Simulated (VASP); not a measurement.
# NiB3Au (Pm-3m) in VASP: relaxation of cell and atoms with r2SCAN

Aim: the relaxation of cell and atoms of NiB3Au with r2SCAN.

Everything below comes from runs of VASP 6.6.1. Logs are shortened: lines on timing, memory, paths and dates and some standing lists are left out, and cuts for length are marked.

## (1) The cell of the first run

Symmetry: Pm-3m, No. 221, cubic system. The conventional cell has a = 4.107 Å, b = 4.107 Å, c = 4.107 Å, α = 90.00°, β = 90.00°, γ = 90.00°. Ni (site symmetry m-3m) has 12 B at 2.90 Å and 8 Au at 3.56 Å within 3.8 Å. Within 2.7 Å of B (site symmetry 4/mmm) lie 2 Au at 2.05 Å. Within 2.7 Å of Au (site symmetry m-3m) lie 6 B at 2.05 Å.

## (2) Relaxation of cell and atoms, r2SCAN

POSCAR reads:

```
NiB3Au
1.0
    4.1072017806      0.0000000000      0.0000000000
    0.0000000000      4.1072017806      0.0000000000
    0.0000000000      0.0000000000      4.1072017806
Ni B Au
1 3 1
Direct
    0.0000000000      0.0000000000      0.0000000000
    0.0000000000      0.5000000000      0.5000000000
    0.5000000000      0.0000000000      0.5000000000
    0.5000000000      0.5000000000      0.0000000000
    0.5000000000      0.5000000000      0.5000000000
```

INCAR.step1 reads:

```
PREC = Accurate
ENCUT = 660
ISMEAR = 0
SIGMA = 0.1
LREAL = F
LASPH = T
NELM = 120
GGA = PE
ALGO = Normal
EDIFF = 1E-5
LWAVE = T
LCHARG = F
GGA_COMPAT = F
IBRION = 2
ISIF = 3
EDIFFG = -0.005
NELMIN = 4
NSW = 100
```

INCAR.step2 reads:

```
PREC = Accurate
ENCUT = 660
EDIFF = 1E-7
ISMEAR = 0
SIGMA = 0.1
LREAL = F
LASPH = T
NELM = 120
ALGO = Normal
ISIF = 3
LWAVE = F
LCHARG = F
METAGGA = R2SCAN
LMIXTAU = T
IBRION = 2
NSW = 100
EDIFFG = -0.01
ISTART = 1
GGA_COMPAT = F
NELMIN = 4
```

KPOINTS reads:

```
regular mesh
0
Gamma
  10 10 10
```

Potentials or basis: VASP PAW PBE potentials, release 64 (Ni, B, Au).

Launch:

```console
$ cat potpaw_PBE.64/Ni/POTCAR potpaw_PBE.64/B/POTCAR potpaw_PBE.64/Au/POTCAR > POTCAR
$ cp INCAR.step1 INCAR
$ mpirun -np 1 vasp_std > vasp.out
$ cp INCAR.step2 INCAR
$ mpirun -np 1 vasp_std > vasp.out
```

OUTCAR:

```text
PREC = Accurate
   ENCUT = 660
   EDIFF = 1E-7
   ISMEAR = 0
   LREAL = F
   LASPH = T
   NELM = 120
   ISIF = 3
   METAGGA = R2SCAN
   IBRION = 2
   NSW = 100
   EDIFFG = -0.01
   ISTART = 1
   NELMIN = 4

 ion  position               nearest neighbor table
   1  0.000  0.000  0.000-
   2  0.000  0.500  0.500-   5 2.05   5 2.05
   3  0.500  0.000  0.500-   5 2.05   5 2.05
   4  0.500  0.500  0.000-   5 2.05   5 2.05
   5  0.500  0.500  0.500-   2 2.05   3 2.05   4 2.05   4 2.05   3 2.05   2 2.05

  LATTYP: Found a simple cubic cell.
 ALAT       =     4.1072017806

  Lattice vectors:

 A1 = (   4.1072017806,   0.0000000000,   0.0000000000)
 A2 = (   0.0000000000,   4.1072017806,   0.0000000000)
 A3 = (   0.0000000000,   0.0000000000,   4.1072017806)

Analysis of symmetry for initial positions (statically):
=====================================================================
 Subroutine PRICEL returns:
 Original cell was already a primitive cell.

 Routine SETGRP: Setting up the symmetry group for a
 simple cubic supercell.

 Subroutine GETGRP returns: Found 48 space group operations
 (whereof 48 operations were pure point group operations)
 out of a pool of 48 trial point group operations.

The static configuration has the point symmetry O_h .

Analysis of symmetry for dynamics (positions and initial velocities):
=====================================================================
 Subroutine PRICEL returns:
 Original cell was already a primitive cell.

 Routine SETGRP: Setting up the symmetry group for a
 simple cubic supercell.

 Subroutine GETGRP returns: Found 48 space group operations
 (whereof 48 operations were pure point group operations)
 out of a pool of 48 trial point group operations.

The dynamic configuration has the point symmetry O_h .

 Subroutine INISYM returns: Found 48 space group operations
 (whereof 48 operations are pure point group operations),
 and found     1 'primitive' translations

----------------------------------------------------------------------------------------

                                     Primitive cell

  volume of cell :      69.2848

  direct lattice vectors                    reciprocal lattice vectors
     4.107201781  0.000000000  0.000000000     0.243474768  0.000000000  0.000000000
     0.000000000  4.107201781  0.000000000     0.000000000  0.243474768  0.000000000
     0.000000000  0.000000000  4.107201781     0.000000000  0.000000000  0.243474768

  length of vectors
     4.107201781  4.107201781  4.107201781     0.243474768  0.243474768  0.243474768

  position of ions in fractional coordinates (direct lattice)
     0.000000000  0.000000000  0.000000000
     0.000000000  0.500000000  0.500000000
     0.500000000  0.000000000  0.500000000
     0.500000000  0.500000000  0.000000000
     0.500000000  0.500000000  0.500000000

  ion indices of the primitive-cell ions
   primitive index   ion index
                 1           1
                 2           2
                 3           3
                 4           4
                 5           5

----------------------------------------------------------------------------------------

 KPOINTS: regular mesh

Automatic generation of k-mesh.
 Grid dimensions read from file:
 generate k-points for:   10   10   10

 Generating k-lattice:

  Cartesian coordinates                     Fractional coordinates (reciprocal lattice)
     0.024347477  0.000000000  0.000000000     0.100000000  0.000000000  0.000000000
     0.000000000  0.024347477  0.000000000     0.000000000  0.100000000  0.000000000
     0.000000000  0.000000000  0.024347477     0.000000000  0.000000000  0.100000000

  Length of vectors
     0.024347477  0.024347477  0.024347477

  Shift w.r.t. Gamma in fractional coordinates (k-lattice)
     0.000000000  0.000000000  0.000000000

 Subroutine IBZKPT returns following result:
 ===========================================

 Found     56 irreducible k-points:

 Following reciprocal coordinates:
            Coordinates               Weight
  0.000000  0.000000  0.000000      1.000000
  0.100000  0.000000  0.000000      6.000000
  0.200000  0.000000  0.000000      6.000000
  0.300000  0.000000  0.000000      6.000000
  0.400000  0.000000  0.000000      6.000000
  0.500000  0.000000  0.000000      3.000000
[... 16 lines left out ...]
  0.200000  0.100000  0.100000     24.000000
  0.300000  0.100000  0.100000     24.000000
 [... further k-points ...]
   k-points           NKPTS =     56   k-points in BZ     NKDIM =     56   number of bands    NBANDS=     19
   number of dos      NEDOS =    301   number of ions     NIONS =      5
   total plane-waves  NPLWV =  46656
   dimension x,y,z NGX =    36 NGY =   36 NGZ =   36
   dimension x,y,z NGXF=    72 NGYF=   72 NGZF=   72
   ions per type =               1   3   1
   NGX,Y,Z   is equivalent  to a cutoff of  14.57, 14.57, 14.57 a.u.
   NGXF,Y,Z  is equivalent  to a cutoff of  29.14, 29.14, 29.14 a.u.
 SYSTEM =  unknown system
   PREC   = accura    normal or accurate (medium, high low for compatibility)
   ISTART =      1    job   : 0-new  1-cont  2-samecut
   ICHARG =      0    charge: 1-file 2-atom 10-const
   ISPIN  =      1    spin polarized calculation?
   LNONCOLLINEAR =      F non collinear calculations
   LSORBIT =      F    spin-orbit coupling
   LASPH  =      T    aspherical Exc in radial PAW
   ENCUT  =  660.0 eV  48.51 Ry    6.96 a.u.   8.60  8.60  8.60*2*pi/ulx,y,z
   NELM   =    120;   NELMIN=  4; NELMDL=  0     # of ELM steps
   EDIFF  = 0.1E-06   stopping-criterion for ELM
   LREAL  =      F    real-space projection
   EDIFFG = -.1E-01   stopping-criterion for IOM
   NSW    =    100    number of steps for IOM
   IBRION =      2    ionic relax: 0-MD 1-quasi-New 2-CG
   NFREE  =      1    steps in history (QN), initial steepest desc. (CG)
   ISIF   =      3    stress and relaxation
   ISYM   =      2    0-nonsym 1-usesym 2-fastsym
   POTIM  = 0.5000    time-step for ionic-motion
   TEBEG  =    0.0;   TEEND  =   0.0 temperature during run
   PSTRESS=    0.0 pullay stress
   NELECT =      30.0000    total number of electrons
   NUPDOWN=      -1.0000    fix difference up-down
   EMIN   =  10.00;   EMAX   =-10.00  energy-range for DOS
   EFERMI =   0.00;   METHOD = LEGACY
   ISMEAR =     0;   SIGMA  =   0.10  broadening in eV -4-tet -1-fermi 0-gaus
   EFERMI_NEDOS =   21; number of points for ismear=-14 and -15
   IALGO  =     38    algorithm
   IMIX   =      4    mixing-type and parameters
     AMIX     =   0.40;   BMIX     =  1.00
     AMIX_MAG =   1.60;   BMIX_MAG =  1.00
  volume/ion in A,a.u.               =      13.86        93.51
  Fermi-wavevector in a.u.,A,eV,Ry     =   1.238519  2.340461 20.870363  1.533928
  Thomas-Fermi vector in A             =   2.373041
   LORBIT       =      0    0 simple, 1 ext, 2 COOP (PROOUT), +10 PAW based schemes
   METAGGA = R2SCAN    functional components
   LHFCALC =     F    Hartree Fock is set to
   AEXX    =    0.0000 exact exchange contribution
   IVDW    =     0    specifies the selected vdW correction
   LEPSILON=     F    determine dielectric tensor
   LRPA    =     F    only Hartree local field effects (RPA)
 conjugate gradient relaxation of ions
 non-spin polarized calculation
 Gauss-broadening in eV      SIGMA  =   0.10
  energy-cutoff  :      660.00
  volume of cell :       69.28
 maximum number of plane-waves:      2721
 NGX is ok and might be reduce to    36
   NGX = 17   NGY = 17   NGZ = 17

--------------------------------------- Ionic step        1  -------------------------------------------

 number of electron      30.0000013 magnetization

 Free energy of the ion-electron system (eV)
  ---------------------------------------------------
  ext. energy  EPLUGINS =         0.00000000
  ---------------------------------------------------
  free energy    TOTEN  =       -74.45390537 eV

  energy without entropy =      -74.44599871  energy(sigma->0) =      -74.44995204

------------------------ aborting loop because EDIFF is reached ----------------------------------------

  FORCE on cell =-STRESS in cart. coord.  units (eV):
  Direction    XX          YY          ZZ          XY          YZ          ZX
  --------------------------------------------------------------------------------------
  -------------------------------------------------------------------------------------
  Total        0.0921945      0.0921945      0.0921945      0.0000000     -0.0000000      0.0000000
  in kB        2.1319531      2.1319531      2.1319531      0.0000000     -0.0000000      0.0000000
  external PRESSURE =       2.1319531 kB  Pullay stress =       0.0000000 kB

 VOLUME and BASIS-vectors are now :
 -----------------------------------------------------------------------------
  energy-cutoff  :      660.00
  volume of cell :       69.28
      direct lattice vectors                 reciprocal lattice vectors
     4.107201781  0.000000000  0.000000000     0.243474768  0.000000000  0.000000000
     0.000000000  4.107201781  0.000000000     0.000000000  0.243474768  0.000000000
     0.000000000  0.000000000  4.107201781     0.000000000  0.000000000  0.243474768

 POSITION                                       TOTAL-FORCE (eV/Angst)
 -----------------------------------------------------------------------------------
      0.00000      0.00000      0.00000         0.000000      0.000000      0.000000
      0.00000      2.05360      2.05360         0.000000      0.000000      0.000000
      2.05360      0.00000      2.05360         0.000000      0.000000      0.000000
      2.05360      2.05360      0.00000         0.000000      0.000000      0.000000
      2.05360      2.05360      2.05360         0.000000      0.000000      0.000000
 -----------------------------------------------------------------------------------
    total drift:                                0.000000      0.000000      0.000000

  FREE ENERGIE OF THE ION-ELECTRON SYSTEM (eV)
  ---------------------------------------------------
  free  energy   TOTEN  =       -74.4539053699 eV

  energy  without entropy=      -74.4459987143  energy(sigma->0) =      -74.44995204

--------------------------------------- Ionic step        2  -------------------------------------------

 number of electron      30.0000013 magnetization

 Free energy of the ion-electron system (eV)
  ---------------------------------------------------
  ext. energy  EPLUGINS =         0.00000000
  ---------------------------------------------------
  free energy    TOTEN  =       -74.45397654 eV

  energy without entropy =      -74.44596192  energy(sigma->0) =      -74.44996923

 E-fermi :   5.7751     XC(G=0): -11.4662

 val. band max:        5.7348875434   @ k =   0.4000   0.3000   0.3000
 cond. band min:       5.7957296458   @ k =   0.5000   0.4000   0.3000
 fundamental gap:      0.0608421024
 Fermi energy:         5.7751260867

 k-point     1 :       0.0000    0.0000    0.0000
  band No.  band energies     occupation
      1      -6.9302      2.00000
      2      -4.7857      2.00000
      3      -4.7857      2.00000
      4      -1.7226      2.00000
      5      -1.7226      2.00000
      6      -1.7226      2.00000
[... 11 lines left out ...]
     18       7.4540      0.00000
     19       7.4540      0.00000

 k-point     2 :       0.1000    0.0000    0.0000
  band No.  band energies     occupation
      1      -6.8552      2.00000
      2      -4.7783      2.00000
      3      -4.7575      2.00000
      4      -1.7782      2.00000
      5      -1.7782      2.00000
      6      -1.7203      2.00000
[... 476 lines left out ...]
 k-point    24 :       0.3000    0.1000    0.1000
  band No.  band energies     occupation
      1      -6.1977      2.00000
      2      -4.6874      2.00000
      3      -4.4436      2.00000
      4      -2.1917      2.00000
      5      -2.1304      2.00000
      6      -1.8217      2.00000
[... 11 lines left out ...]
     18       7.6652      0.00000
     19       7.8030      0.00000

 [... further k-points ...]

------------------------ aborting loop because EDIFF is reached ----------------------------------------

  FORCE on cell =-STRESS in cart. coord.  units (eV):
  Direction    XX          YY          ZZ          XY          YZ          ZX
  --------------------------------------------------------------------------------------
  -------------------------------------------------------------------------------------
  Total       -0.0497981     -0.0497981     -0.0497981      0.0000000      0.0000000     -0.0000000
  in kB       -1.1484890     -1.1484890     -1.1484890      0.0000000      0.0000000     -0.0000000
  external PRESSURE =      -1.1484890 kB  Pullay stress =       0.0000000 kB

 VOLUME and BASIS-vectors are now :
 -----------------------------------------------------------------------------
  energy-cutoff  :      660.00
  volume of cell :       69.47
      direct lattice vectors                 reciprocal lattice vectors
     4.110855308  0.000000000  0.000000000     0.243258379 -0.000000000  0.000000000
     0.000000000  4.110855308  0.000000000    -0.000000000  0.243258379  0.000000000
    -0.000000000 -0.000000000  4.110855308    -0.000000000 -0.000000000  0.243258379

 POSITION                                       TOTAL-FORCE (eV/Angst)
 -----------------------------------------------------------------------------------
      0.00000      0.00000      0.00000        -0.000000      0.000000      0.000000
     -0.00000      2.05543      2.05543        -0.000000      0.000000      0.000000
      2.05543      0.00000      2.05543        -0.000000      0.000000      0.000000
      2.05543      2.05543      0.00000        -0.000000      0.000000      0.000000
      2.05543      2.05543      2.05543         0.000000     -0.000000      0.000000
 -----------------------------------------------------------------------------------
    total drift:                                0.000000      0.000000      0.000000

  FREE ENERGIE OF THE ION-ELECTRON SYSTEM (eV)
  ---------------------------------------------------
  free  energy   TOTEN  =       -74.4539765415 eV

  energy  without entropy=      -74.4459619151  energy(sigma->0) =      -74.44996923

 reached required accuracy - stopping structural energy minimisation
```

It took 12 min on 1 thread of AMD EPYC 9R45 (Zen 5), shared host; peak memory 0.29 GiB.

What came out:

```
Free energy                           : -74.4540 eV
Relaxed volume                        : 13.89 Å³/atom
Relaxed cell                          : a = 4.111 Å, b = 4.111 Å, c = 4.111 Å, α = 90.00°, β = 90.00°, γ = 90.00°
Space group after relaxing (to 0.1 Å) : Pm-3m (No. 221)
Energy gained by relaxing             : 0.0 meV/atom
Ionic steps                           : 2
Pressure after relaxing               : -0.1 GPa
Band gap on the k mesh                : zero (bands 15 and 16 overlap by 1.62 eV)
```

Final structure:
```
Ni B Au
1.0
     4.11086    0.00000    0.00000
     0.00000    4.11086    0.00000
     0.00000    0.00000    4.11086
Ni B Au
1 3 1
Direct
  0.00000 0.00000 0.00000
  0.00000 0.50000 0.50000
  0.50000 0.00000 0.50000
  0.50000 0.50000 0.00000
  0.50000 0.50000 0.50000
```

Caveat: the PAW data sets were made with another functional, which shifts forces and pressure a little; spin-orbit coupling is left out, which moves the levels of the heavy elements. Spin polarisation is off, so any magnetic state and its effect on volume and gap are missing.

The gap in the log of VASP goes by the Fermi energy; the results here count the filled bands.